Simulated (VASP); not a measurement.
# B (R-3m) in VASP: further runs, part 2 of 2

VASP 6.6.1. The steps go on from the part before.

## 4. Single point, r2SCAN (7.44 Å³/atom)

This run uses another cell than the first one, of 7.44 Å³/atom.

POSCAR reads:

```
B
1.0
    2.4752574341      1.4290905459      4.2070328181
   -2.4752574341      1.4290905459      4.2070328181
    0.0000000000     -2.8581810918      4.2070328181
B
12
Direct
    0.0093745169      0.6551240982      0.0093745169
    0.0093745169      0.0093745169      0.6551240982
    0.6551240982      0.0093745169      0.0093745169
    0.9906254831      0.3448759018      0.9906254831
    0.3448759018      0.9906254831      0.9906254831
    0.9906254831      0.9906254831      0.3448759018
    0.2193347556      0.6335025637      0.2193347556
    0.2193347556      0.2193347556      0.6335025637
    0.6335025637      0.2193347556      0.2193347556
    0.7806652444      0.3664974363      0.7806652444
    0.3664974363      0.7806652444      0.7806652444
    0.7806652444      0.7806652444      0.3664974363
```

INCAR.step1 reads:

```
SYSTEM = B
  PREC = Accurate
  ENCUT = 550
  ISMEAR = 0
  SIGMA = 0.02
  LREAL = .False.
  LASPH = .True.
  NELM = 120
  NBANDS = 30
  GGA = PE
  ALGO = Normal
  EDIFF = 1E-5
  LWAVE = .True.
  LCHARG = .False.
  GGA_COMPAT = .False.
```

INCAR.step2 reads:

```
SYSTEM = B
  PREC = Accurate
  ENCUT = 550
  EDIFF = 1E-6
  ISMEAR = 0
  SIGMA = 0.02
  LREAL = .False.
  LASPH = .True.
  NELM = 120
  ALGO = Normal
  ISIF = 2
  LWAVE = .False.
  LCHARG = .True.
  METAGGA = R2SCAN
  LMIXTAU = .True.
  LELF = .True.
  LVHAR = .True.
  NBANDS = 30
  ISTART = 1
  GGA_COMPAT = .False.
```

KPOINTS reads:

```
regular mesh
0
Gamma
  9 9 9
  0 0 0
```

Potentials or basis: VASP PAW PBE potentials, release 64 (B).

Started as:

```
$ cat potpaw_PBE.64/B/POTCAR > POTCAR
$ cp INCAR.step1 INCAR
$ mpirun -np 1 vasp_std > vasp.out
$ cp INCAR.step2 INCAR
$ mpirun -np 1 vasp_std > vasp.out
```

OUTCAR:

```text
SYSTEM = B
   PREC = Accurate
   ENCUT = 550
   EDIFF = 1E-6
   ISMEAR = 0
   LREAL = .False.
   LASPH = .True.
   NELM = 120
   ISIF = 2
   METAGGA = R2SCAN
   ISTART = 1

 ion  position               nearest neighbor table
   1  0.009  0.655  0.009-   4 1.68   3 1.75   2 1.75   7 1.80  12 1.81  11 1.81
   2  0.009  0.009  0.655-   6 1.68   3 1.75   1 1.75   8 1.80  10 1.81  11 1.81
   3  0.655  0.009  0.009-   5 1.68   1 1.75   2 1.75   9 1.80  12 1.81  10 1.81
   4  0.991  0.345  0.991-   1 1.68   5 1.75   6 1.75  10 1.80   8 1.81   9 1.81
   5  0.345  0.991  0.991-   3 1.68   4 1.75   6 1.75  11 1.80   8 1.81   7 1.81
   6  0.991  0.991  0.345-   2 1.68   4 1.75   5 1.75  12 1.80   9 1.81   7 1.81
   7  0.219  0.634  0.219-  12 1.78  11 1.78   1 1.80   6 1.81   5 1.81   9 2.05   8 2.05
   8  0.219  0.219  0.634-  10 1.78  11 1.78   2 1.80   4 1.81   5 1.81   7 2.05   9 2.05
   9  0.634  0.219  0.219-  12 1.78  10 1.78   3 1.80   6 1.81   4 1.81   7 2.05   8 2.05
  10  0.781  0.366  0.781-   8 1.78   9 1.78   4 1.80   2 1.81   3 1.81  11 2.05  12 2.05
  11  0.366  0.781  0.781-   8 1.78   7 1.78   5 1.80   2 1.81   1 1.81  10 2.05  12 2.05
  12  0.781  0.781  0.366-   7 1.78   9 1.78   6 1.80   3 1.81   1 1.81  10 2.05  11 2.05

  LATTYP: Found a trigonal (rhomboedric) cell.
 ALAT       =     5.0860912581
 COS(alpha) =     0.5263010238

  Lattice vectors:

 A1 = (   2.4752574341,   1.4290905459,   4.2070328181)
 A2 = (  -2.4752574341,   1.4290905459,   4.2070328181)
 A3 = (   0.0000000000,  -2.8581810918,   4.2070328181)

Analysis of symmetry for initial positions (statically):
=====================================================================
 Subroutine PRICEL returns:
 Original cell was already a primitive cell.

 Routine SETGRP: Setting up the symmetry group for a
 trigonal (rhombohedral) supercell.

 Subroutine GETGRP returns: Found 12 space group operations
 (whereof 12 operations were pure point group operations)
 out of a pool of 12 trial point group operations.

The static configuration has the point symmetry D_3d.

[... 164 lines left out ...]
 Gauss-broadening in eV      SIGMA  =   0.02
  energy-cutoff  :      550.00
  volume of cell :       89.29
 maximum number of plane-waves:      2663
   NGX = 19   NGY = 19   NGZ = 19

 number of electron      36.0000000 magnetization

 Free energy of the ion-electron system (eV)
  ---------------------------------------------------
  ext. energy  EPLUGINS =         0.00000000
  ---------------------------------------------------
  free energy    TOTEN  =       -88.08746045 eV

  energy without entropy =      -88.08746045  energy(sigma->0) =      -88.08746045

 E-fermi :   5.5956     XC(G=0): -12.1681

 val. band max:        5.5104840206   @ k =   0.4444   0.4444   0.4444
 cond. band min:       7.2312893998   @ k =  -0.3333  -0.3333   0.2222
 fundamental gap:      1.7208053793
 Fermi energy:         5.5955766058

 k-point     1 :       0.0000    0.0000    0.0000
  band No.  band energies     occupation
      1     -11.3056      2.00000
      2      -5.4060      2.00000
      3      -5.1658      2.00000
      4      -5.1658      2.00000
      5      -3.7251      2.00000
      6      -3.1709      2.00000
[... 781 lines left out ...]
     29      15.1415      0.00000
     30      15.5215      0.00000

 [... further k-points ...]

------------------------ aborting loop because EDIFF is reached ----------------------------------------

  FORCE on cell =-STRESS in cart. coord.  units (eV):
  Direction    XX          YY          ZZ          XY          YZ          ZX
  --------------------------------------------------------------------------------------
  -------------------------------------------------------------------------------------
  Total       -3.2323054     -3.2323054     -3.2400030      0.0000000     -0.0000000     -0.0000000
  in kB      -57.9983579    -57.9983579    -58.1364796      0.0000000     -0.0000000     -0.0000000
  external PRESSURE =     -58.0443985 kB  Pullay stress =       0.0000000 kB

 VOLUME and BASIS-vectors are now :
 -----------------------------------------------------------------------------
  energy-cutoff  :      550.00
  volume of cell :       89.29
      direct lattice vectors                 reciprocal lattice vectors
     2.475257434  1.429090546  4.207032818     0.201999191  0.116624287  0.079232406
    -2.475257434  1.429090546  4.207032818    -0.201999191  0.116624287  0.079232406
     0.000000000 -2.858181092  4.207032818     0.000000000 -0.233248575  0.079232406

 POSITION                                       TOTAL-FORCE (eV/Angst)
 -----------------------------------------------------------------------------------
     -1.59840      0.92283      2.83501         0.017215     -0.009939     -0.014142
      0.00000     -1.84567      2.83501        -0.000000      0.019878     -0.014142
      1.59840      0.92283      2.83501        -0.017215     -0.009939     -0.014142
      1.59840     -0.92283      9.78609        -0.017215      0.009939      0.014142
     -1.59840     -0.92283      9.78609         0.017215      0.009939      0.014142
      0.00000      1.84567      9.78609        -0.000000     -0.019878      0.014142
     -1.02517      0.59188      4.51066         0.010650     -0.006149      0.007717
      0.00000     -1.18377      4.51066        -0.000000      0.012297      0.007717
      1.02517      0.59188      4.51066        -0.010650     -0.006149      0.007717
      1.02517     -0.59188      8.11044        -0.010650      0.006149     -0.007717
     -1.02517     -0.59188      8.11044         0.010650      0.006149     -0.007717
      0.00000      1.18377      8.11044        -0.000000     -0.012297     -0.007717
 -----------------------------------------------------------------------------------
    total drift:                                0.000000      0.000000      0.000000

  FREE ENERGIE OF THE ION-ELECTRON SYSTEM (eV)
  ---------------------------------------------------
  free  energy   TOTEN  =       -88.0874604540 eV

  energy  without entropy=      -88.0874604540  energy(sigma->0) =      -88.08746045
```

OUTCAR.step1:

```text
SYSTEM = B
   PREC = Accurate
   ENCUT = 550
   ISMEAR = 0
   LREAL = .False.
   LASPH = .True.
[... 1053 lines left out ...]
      1.02517     -0.59188      8.11044        -0.120629      0.069645     -0.016953
     -1.02517     -0.59188      8.11044         0.120629      0.069645     -0.016953
      0.00000      1.18377      8.11044         0.000000     -0.139291     -0.016953
 -----------------------------------------------------------------------------------
    total drift:                                0.000000      0.000000      0.000000

  FREE ENERGIE OF THE ION-ELECTRON SYSTEM (eV)
  ---------------------------------------------------
  free  energy   TOTEN  =       -80.4193729045 eV

  energy  without entropy=      -80.4193729045  energy(sigma->0) =      -80.41937290
```

Wall time 20 min (1 thread of Intel Xeon 8259CL, shared host); peak memory 0.36 GiB.

Results:

```
Free energy            : -88.0875 eV
Pressure               : -5.8 GPa
Largest force          : 0.024 eV/Å
Band gap on the k mesh : 1.72 eV (least direct gap 2.21 eV)
```

Forces on the atoms (eV/Å):
```
B    0.017 -0.010 -0.014
B    0.000  0.020 -0.014
B   -0.017 -0.010 -0.014
B   -0.017  0.010  0.014
B    0.017  0.010  0.014
B    0.000 -0.020  0.014
B    0.011 -0.006  0.008
B    0.000  0.012  0.008
B   -0.011 -0.006  0.008
B   -0.011  0.006 -0.008
B    0.011  0.006 -0.008
B    0.000 -0.012 -0.008
```

Levels at points of the mesh, in eV from the valence-band top:
```tsv
k point	band 15	band 16	band 17	band 18	band 19	band 20	band 21	band 22
(0.00, 0.00, 0.00)	-1.18	-0.80	-0.80	-0.35	1.87	4.87	4.87	5.16
```

Caveat: the cell stands under tension; the PAW data sets were made with another functional, which shifts forces and pressure a little; an odd mesh through Γ misses points on the zone boundary, where band edges can lie.

## 5. Overview

```tsv
cell	gap on the mesh (eV)	pressure (GPa)	largest force (eV/Å)
a = 4.992 Å, angles 58.1°, 12 atoms, atomic positions A	1.51	7.2	0.03
a = 5.040 Å, angles 58.2°, 12 atoms, atomic positions A	1.63	0.2	0.02
a = 5.086 Å, angles 58.2°, 12 atoms, atomic positions B	1.72	-5.8	0.02
```

Alike in all rows: task single point; level r2SCAN; potentials or basis VASP PAW PBE potentials, release 64 (B); no spin polarisation; k mesh 9 × 9 × 9; cutoff (eV) 550; smearing gaussian 0.02 eV.

Caveats: the PAW data sets were made with another functional, which shifts forces and pressure a little; an odd mesh through Γ misses points on the zone boundary, where band edges can lie; the cell stands under pressure (at least some runs); the cell stands under tension (at least some runs).

Absolute energies hang on the potentials; compare differences alone.
